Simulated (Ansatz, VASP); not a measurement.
Two plane-wave programs on Hf

File INCAR:

```
  PREC = Accurate
  ENCUT = 520
  EDIFF = 1E-7
  ISMEAR = 0
  SIGMA = 0.1
  LREAL = F
  LASPH = T
  NELM = 100
  ALGO = Normal
  ISIF = 2
  LWAVE = F
  LCHARG = T
  GGA = PE
  LELF = T
  LVHAR = T
  NBANDS = 11
```

The input KPOINTS:

```
Automatic mesh
0
Gamma
  16 16 16
```

POSCAR

```
Hf
1.0
    0.0000000000      2.2689066000      2.2689066000
    2.2689066000      0.0000000000      2.2689066000
    2.2689066000      2.2689066000      0.0000000000
Hf
1
Direct
    0.0000000000      0.0000000000      0.0000000000
```

Input for Ansatz:

```yaml
crystal:
  lattice:
    - [0.0, 2.2689066, 2.2689066]
    - [2.2689066, 0.0, 2.2689066]
    - [2.2689066, 2.2689066, 0.0]
  atoms:
    - { symbol: Hf, position: [0.0, 0.0, 0.0] }
basis:
  ecutwfc: 420
kpoints:
  mp_grid: { grid: [16, 16, 16] }
hamiltonian:
  xc: pbe
scf:
  occupations: { method: gaussian, width: 0.1 }
output:
  forces: true
  stress: true
  eigenvalues: true
```

Alike in both runs: task single point; functional PBE; k mesh 16 × 16 × 16; occupations gaussian, width 0.1 eV; no spin polarisation.

|  | VASP | Ansatz |
| --- | --- | --- |
| version | VASP 6.6.1 | Ansatz 0.2.0 |
| potentials or method | VASP PAW PBE potentials, release 64 (Hf_pv), cutoff 520 eV | scalar-relativistic, plane waves, PAW |
| valence electrons in the cell | 10 | 26 |

|  | VASP | Ansatz | Ansatz less VASP |
| --- | --- | --- | --- |
| gap on the k mesh at the Fermi level (eV) | none | none | - |
| pressure (GPa) | -3.7 | -3.3 | +0.44 |

A gap of «none» marks a metal or a gap that the smearing closes. VASP's potentials hold 10 valence electrons a cell and Ansatz's 26, so a difference there can come from the potentials and not from the codes.

Spin-orbit coupling is off throughout.
